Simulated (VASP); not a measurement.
# P (Cmce) in VASP: single point with PBEsol

Aim: the single point of P with PBEsol.

Program: VASP 6.6.1. These are calculated values, not measurements. Logs are shortened: lines on timing, memory, paths and dates and some standing lists are left out, and cuts for length are marked.

**1. The cell of the first run**

The structure is orthorhombic, space group Cmce (No. 64). Conventional cell: a = 3.317 Å, b = 10.295 Å, c = 4.199 Å, α = 90.00°, β = 90.00°, γ = 90.00°. P (site symmetry m) has 3 P at 2.23 to 2.25 Å within 2.9 Å.

**2. Single point, PBEsol**

The input, INCAR:

```
SYSTEM = P
ALGO = Normal
EDIFF = 1E-6
ENCUT = 500
GGA = PS
GGA_COMPAT = .FALSE.
ISIF = 2
ISMEAR = 0
LASPH = .TRUE.
LCHARG = .TRUE.
LELF = .TRUE.
LREAL = .FALSE.
LVHAR = .TRUE.
LWAVE = .FALSE.
NBANDS = 18
NELM = 120
PREC = Accurate
SIGMA = 0.1
```

The input, KPOINTS:

```
k-points
0
G
  6 6 4
  0 0 0
```

The input, POSCAR:

```
P
1.0
    1.6586549146     -5.1475537705      0.0000000000
    1.6586549146      5.1475537705      0.0000000000
    0.0000000000      0.0000000000      4.1987580735
P
4
Direct
    0.8947803328      0.1052196672      0.0729401178
    0.6052196672      0.3947803328      0.5729401178
    0.1052196672      0.8947803328      0.9270598822
    0.3947803328      0.6052196672      0.4270598822
```

Potentials or basis: VASP PAW PBE potentials, release 64 (P).

Launch:

```bash
> cat potpaw_PBE.64/P/POTCAR > POTCAR
> mpirun -np 1 vasp_std > vasp.out
```

OUTCAR:

```text
SYSTEM = P
   EDIFF = 1E-6
   ENCUT = 500
   GGA = PS
   ISIF = 2
   ISMEAR = 0
   LASPH = .TRUE.
   LREAL = .FALSE.
   NELM = 120
   PREC = Accurate

 ion  position               nearest neighbor table
   1  0.895  0.105  0.073-   4 2.23   4 2.23   3 2.25
   2  0.605  0.395  0.573-   3 2.23   3 2.23   4 2.25
   3  0.105  0.895  0.927-   2 2.23   2 2.23   1 2.25
   4  0.395  0.605  0.427-   1 2.23   1 2.23   2 2.25

  LATTYP: Found a base centered orthorhombic cell.
 ALAT       =     3.3173098292
 B/A-ratio  =     3.1034507089
 C/A-ratio  =     1.2657117634

  Lattice vectors:

 A1 = (   1.6586549146,  -5.1475537705,   0.0000000000)
 A2 = (   1.6586549146,   5.1475537705,   0.0000000000)
 A3 = (   0.0000000000,   0.0000000000,   4.1987580735)

Analysis of symmetry for initial positions (statically):
=====================================================================
 Subroutine PRICEL returns:
 Original cell was already a primitive cell.

 Routine SETGRP: Setting up the symmetry group for a
 base centered orthorhombic supercell.

 Subroutine GETGRP returns: Found  8 space group operations
 (whereof  4 operations were pure point group operations)
 out of a pool of  8 trial point group operations.

The static configuration has the point symmetry C_2h.
 The point group associated with its full space group is D_2h.

Analysis of symmetry for dynamics (positions and initial velocities):
=====================================================================
 Subroutine PRICEL returns:
 Original cell was already a primitive cell.

 Routine SETGRP: Setting up the symmetry group for a
 base centered orthorhombic supercell.

 Subroutine GETGRP returns: Found  8 space group operations
 (whereof  4 operations were pure point group operations)
 out of a pool of  8 trial point group operations.

The dynamic configuration has the point symmetry C_2h.
 The point group associated with its full space group is D_2h.

 Subroutine INISYM returns: Found  8 space group operations
 (whereof  4 operations are pure point group operations),
 and found     1 'primitive' translations

----------------------------------------------------------------------------------------

                                     Primitive cell

  volume of cell :      71.6981

  direct lattice vectors                    reciprocal lattice vectors
     1.658654915 -5.147553771  0.000000000     0.301449081 -0.097133517  0.000000000
     1.658654915  5.147553771  0.000000000     0.301449081  0.097133517  0.000000000
     0.000000000  0.000000000  4.198758073     0.000000000  0.000000000  0.238165663

  length of vectors
     5.408183239  5.408183239  4.198758073     0.316711965  0.316711965  0.238165663

  position of ions in fractional coordinates (direct lattice)
     0.894780333  0.105219667  0.072940118
     0.605219667  0.394780333  0.572940118
     0.105219667  0.894780333  0.927059882
     0.394780333  0.605219667  0.427059882

  ion indices of the primitive-cell ions
   primitive index   ion index
                 1           1
                 2           2
                 3           3
                 4           4

----------------------------------------------------------------------------------------

 KPOINTS: k-points

Automatic generation of k-mesh.
 Grid dimensions read from file:
 generate k-points for:    6    6    4

 Generating k-lattice:

  Cartesian coordinates                     Fractional coordinates (reciprocal lattice)
     0.050241514 -0.016188919  0.000000000     0.166666667  0.000000000  0.000000000
     0.050241514  0.016188919  0.000000000     0.000000000  0.166666667  0.000000000
     0.000000000  0.000000000  0.059541416     0.000000000  0.000000000  0.250000000

  Length of vectors
     0.052785327  0.052785327  0.059541416

  Shift w.r.t. Gamma in fractional coordinates (k-lattice)
     0.000000000  0.000000000  0.000000000

 Subroutine IBZKPT returns following result:
 ===========================================

 Found     39 irreducible k-points:

 Following reciprocal coordinates:
            Coordinates               Weight
  0.000000  0.000000  0.000000      1.000000
  0.166667 -0.000000  0.000000      4.000000
  0.333333  0.000000  0.000000      4.000000
  0.500000 -0.000000  0.000000      2.000000
  0.166667  0.166667  0.000000      2.000000
  0.333333  0.166667  0.000000      4.000000
[... 16 lines left out ...]
  0.333333  0.333333  0.250000      4.000000
  0.500000  0.333333  0.250000      8.000000
 [... further k-points ...]
   k-points           NKPTS =     39   k-points in BZ     NKDIM =     39   number of bands    NBANDS=     18
   number of dos      NEDOS =    301   number of ions     NIONS =      4
   total plane-waves  NPLWV =  51200
   dimension x,y,z NGX =    40 NGY =   40 NGZ =   32
   dimension x,y,z NGXF=    80 NGYF=   80 NGZF=   64
   ions per type =               4
   NGX,Y,Z   is equivalent  to a cutoff of  12.30, 12.30, 12.67 a.u.
   NGXF,Y,Z  is equivalent  to a cutoff of  24.59, 24.59, 25.34 a.u.
 SYSTEM =  P
   PREC   = accura    normal or accurate (medium, high low for compatibility)
   ISTART =      0    job   : 0-new  1-cont  2-samecut
   ICHARG =      2    charge: 1-file 2-atom 10-const
   ISPIN  =      1    spin polarized calculation?
   LNONCOLLINEAR =      F non collinear calculations
   LSORBIT =      F    spin-orbit coupling
   LASPH  =      T    aspherical Exc in radial PAW
   ENCUT  =  500.0 eV  36.75 Ry    6.06 a.u.   9.86  9.86  7.66*2*pi/ulx,y,z
   NELM   =    120;   NELMIN=  2; NELMDL= -5     # of ELM steps
   EDIFF  = 0.1E-05   stopping-criterion for ELM
   LREAL  =      F    real-space projection
   EDIFFG = 0.1E-04   stopping-criterion for IOM
   NSW    =      0    number of steps for IOM
   IBRION =     -1    ionic relax: 0-MD 1-quasi-New 2-CG
   NFREE  =      0    steps in history (QN), initial steepest desc. (CG)
   ISIF   =      2    stress and relaxation
   ISYM   =      2    0-nonsym 1-usesym 2-fastsym
   POTIM  = 0.5000    time-step for ionic-motion
   TEBEG  =    0.0;   TEEND  =   0.0 temperature during run
   PSTRESS=    0.0 pullay stress
   NELECT =      20.0000    total number of electrons
   NUPDOWN=      -1.0000    fix difference up-down
   EMIN   =  10.00;   EMAX   =-10.00  energy-range for DOS
   EFERMI =   0.00;   METHOD = LEGACY
   ISMEAR =     0;   SIGMA  =   0.10  broadening in eV -4-tet -1-fermi 0-gaus
   EFERMI_NEDOS =   21; number of points for ismear=-14 and -15
   IALGO  =     38    algorithm
   IMIX   =      4    mixing-type and parameters
     AMIX     =   0.40;   BMIX     =  1.00
     AMIX_MAG =   1.60;   BMIX_MAG =  1.00
  volume/ion in A,a.u.               =      17.92       120.96
  Fermi-wavevector in a.u.,A,eV,Ry     =   1.069668  2.021379 15.567638  1.144189
  Thomas-Fermi vector in A             =   2.205354
   LORBIT       =      0    0 simple, 1 ext, 2 COOP (PROOUT), +10 PAW based schemes
   GGA     = PS    functional components
   LHFCALC =     F    Hartree Fock is set to
   AEXX    =    0.0000 exact exchange contribution
   IVDW    =     0    specifies the selected vdW correction
   LEPSILON=     F    determine dielectric tensor
   LRPA    =     F    only Hartree local field effects (RPA)
 non-spin polarized calculation
 Gauss-broadening in eV      SIGMA  =   0.10
  energy-cutoff  :      500.00
  volume of cell :       71.70
 maximum number of plane-waves:      1838
   NGX = 19   NGY = 19   NGZ = 15

 number of electron      20.0000000 magnetization

 Free energy of the ion-electron system (eV)
  ---------------------------------------------------
  ext. energy  EPLUGINS =         0.00000000
  ---------------------------------------------------
  free energy    TOTEN  =       -23.04439219 eV

  energy without entropy =      -23.04242986  energy(sigma->0) =      -23.04341102

 E-fermi :   7.0952     XC(G=0): -10.3159

 val. band max:        6.8952686705   @ k =   0.5000   0.3333   0.0000
 cond. band min:       7.1049770139   @ k =   0.5000   0.1667   0.0000
 fundamental gap:      0.2097083434
 Fermi energy:         7.0952120343

 k-point     1 :       0.0000    0.0000    0.0000
  band No.  band energies     occupation
      1      -8.7987      2.00000
      2      -5.5074      2.00000
      3      -2.0069      2.00000
      4      -0.0994      2.00000
      5       2.0339      2.00000
      6       2.8584      2.00000
[... 10 lines left out ...]
     17      14.3178      0.00000
     18      14.4443      0.00000

 k-point     2 :       0.1667   -0.0000    0.0000
  band No.  band energies     occupation
      1      -8.4481      2.00000
      2      -5.2239      2.00000
      3      -2.3474      2.00000
      4       0.2631      2.00000
      5       1.5052      2.00000
      6       2.0367      2.00000
[... 10 lines left out ...]
     17      12.1735      0.00000
     18      14.0240      0.00000

 k-point     3 :       0.3333    0.0000    0.0000
  band No.  band energies     occupation
      1      -7.4163      2.00000
      2      -4.3627      2.00000
      3      -3.8168      2.00000
      4      -0.8719      2.00000
      5       1.2571      2.00000
      6       1.6538      2.00000
[... 10 lines left out ...]
     17      13.9169      0.00000
     18      14.1394      0.00000

 k-point     4 :       0.5000   -0.0000    0.0000
  band No.  band energies     occupation
      1      -5.7850      2.00000
      2      -5.7850      2.00000
      3      -2.9056      2.00000
      4      -2.9056      2.00000
      5       2.1187      2.00000
      6       2.1187      2.00000
[... 10 lines left out ...]
     17      13.9964      0.00000
     18      13.9964      0.00000

 k-point     5 :       0.1667    0.1667    0.0000
  band No.  band energies     occupation
      1      -7.4816      2.00000
      2      -4.1589      2.00000
      3      -3.7678      2.00000
      4      -1.0207      2.00000
      5       1.0139      2.00000
      6       1.6374      2.00000
[... 10 lines left out ...]
     17      13.6013      0.00000
     18      15.0000      0.00000

 k-point     6 :       0.3333    0.1667    0.0000
  band No.  band energies     occupation
      1      -5.8926      2.00000
      2      -5.6590      2.00000
      3      -3.2284      2.00000
      4      -2.5716      2.00000
      5       1.8943      2.00000
      6       2.2829      2.00000
[... 10 lines left out ...]
     17      13.6724      0.00000
     18      14.4632      0.00000

 k-point     7 :       0.5000    0.1667    0.0000
  band No.  band energies     occupation
      1      -7.2661      2.00000
      2      -4.7580      2.00000
      3      -3.9061      2.00000
      4      -0.5502      2.00000
      5       1.6504      2.00000
      6       1.7904      2.00000
[... 10 lines left out ...]
     17      13.8404      0.00000
     18      14.2710      0.00000

 k-point     8 :      -0.3333    0.1667    0.0000
  band No.  band energies     occupation
      1      -8.3237      2.00000
      2      -5.5767      2.00000
      3      -2.3290      2.00000
      4       0.7138      2.00000
      5       1.4473      2.00000
      6       2.1000      2.00000
[... 10 lines left out ...]
     17      12.4421      0.00000
     18      12.7655      0.00000
[... 229 lines left out ...]
     17      12.9657      0.00000
     18      14.1674      0.00000

 k-point    20 :       0.5000    0.1667    0.2500
  band No.  band energies     occupation
      1      -6.9073      2.00000
      2      -5.0585      2.00000
      3      -3.4686      2.00000
      4      -1.0487      2.00000
      5       0.2980      2.00000
      6       1.4704      2.00000
[... 10 lines left out ...]
     17      13.4638      0.00000
     18      14.3946      0.00000

 k-point    21 :      -0.3333    0.1667    0.2500
  band No.  band energies     occupation
      1      -7.9342      2.00000
      2      -5.8274      2.00000
      3      -2.7007      2.00000
      4      -0.3496      2.00000
      5       1.2931      2.00000
      6       2.1613      2.00000
[... 10 lines left out ...]
     17      13.6191      0.00000
     18      13.9946      0.00000

 k-point    22 :      -0.1667    0.1667    0.2500
  band No.  band energies     occupation
      1      -8.3302      2.00000
      2      -6.0547      2.00000
      3      -2.5866      2.00000
      4      -0.2710      2.00000
      5       1.5460      2.00000
      6       3.3601      2.00000
[... 10 lines left out ...]
     17      14.1122      0.00000
     18      14.4782      0.00000

 k-point    23 :       0.3333    0.3333    0.2500
  band No.  band energies     occupation
      1      -6.8270      2.00000
      2      -5.1437      2.00000
      3      -3.5711      2.00000
      4      -0.9906      2.00000
      5       0.1987      2.00000
      6       1.3816      2.00000
[... 10 lines left out ...]
     17      13.3889      0.00000
     18      13.6618      0.00000

 k-point    24 :       0.5000    0.3333    0.2500
  band No.  band energies     occupation
      1      -7.7963      2.00000
      2      -6.0091      2.00000
      3      -2.8415      2.00000
      4      -0.6262      2.00000
      5       1.1510      2.00000
      6       2.7612      2.00000
[... 10 lines left out ...]
     17      12.4189      0.00000
     18      13.9331      0.00000

 [... further k-points ...]
[... 5 lines left out ...]
  --------------------------------------------------------------------------------------
  -------------------------------------------------------------------------------------
  Total        0.3698426     -0.3538147     -0.0817229      0.0000000     -0.0000000      0.0000000
  in kB        8.2645609     -7.9063982     -1.8261917      0.0000000     -0.0000000      0.0000000
  external PRESSURE =      -0.4893430 kB  Pullay stress =       0.0000000 kB

 VOLUME and BASIS-vectors are now :
 -----------------------------------------------------------------------------
  energy-cutoff  :      500.00
  volume of cell :       71.70
      direct lattice vectors                 reciprocal lattice vectors
     1.658654915 -5.147553771  0.000000000     0.301449081 -0.097133517  0.000000000
     1.658654915  5.147553771  0.000000000     0.301449081  0.097133517  0.000000000
     0.000000000  0.000000000  4.198758073     0.000000000  0.000000000  0.238165663

 POSITION                                       TOTAL-FORCE (eV/Angst)
 -----------------------------------------------------------------------------------
      1.65865     -4.06431      0.30626         0.000000     -0.042052     -0.008428
      1.65865     -1.08325      2.40564         0.000000      0.042052     -0.008428
      1.65865      4.06431      3.89250         0.000000      0.042052      0.008428
      1.65865      1.08325      1.79312         0.000000     -0.042052      0.008428
 -----------------------------------------------------------------------------------
    total drift:                                0.000000     -0.000000     -0.000000

  FREE ENERGIE OF THE ION-ELECTRON SYSTEM (eV)
  ---------------------------------------------------
  free  energy   TOTEN  =       -23.0443921892 eV

  energy  without entropy=      -23.0424298564  energy(sigma->0) =      -23.04341102
```

Wall time 52 s (1 thread of Intel Xeon 8259CL, shared host); peak memory 0.22 GiB.

Results:

| Item | Value |
| --- | --- |
| Free energy | -23.0444 eV |
| Pressure | 0.0 GPa |
| Largest force | 0.043 eV/Å |
| Band gap on the k mesh | zero (bands 10 and 11 overlap by 0.08 eV) |

Forces on the atoms (eV/Å):
```
P    0.000 -0.042 -0.008
P    0.000  0.042 -0.008
P    0.000  0.042  0.008
P    0.000 -0.042  0.008
```

Stress tensor (GPa, compression positive):
```
 0.83  0.00  0.00
 0.00 -0.79  0.00
 0.00  0.00 -0.18
```

Levels at points of the mesh, in eV from the Fermi level:
```
           k point  band 8  band 9  band 10  band 11  band 12  band 13
(0.00, 0.00, 0.00)   -2.83   -2.51    -1.28     1.01     1.25     1.97
(0.50, 0.00, 0.00)   -3.17   -2.60    -2.60     0.85     0.85     1.07
(0.50, 0.50, 0.00)   -2.06   -1.77    -0.34     0.55     0.66     2.50
(0.00, 0.00, 0.50)   -2.98   -0.85    -0.85     1.55     1.55     2.36
(0.50, 0.00, 0.50)   -5.67   -2.02    -2.02     1.63     1.63     4.68
(0.50, 0.50, 0.50)   -2.41   -1.23    -1.23     1.37     1.37     2.73
```

Caveat: the k points lie up to 0.37 Å⁻¹ apart; the PAW data sets were made with another functional, which shifts forces and pressure a little.

The gap in the log of VASP goes by the Fermi energy; the results here count the filled bands.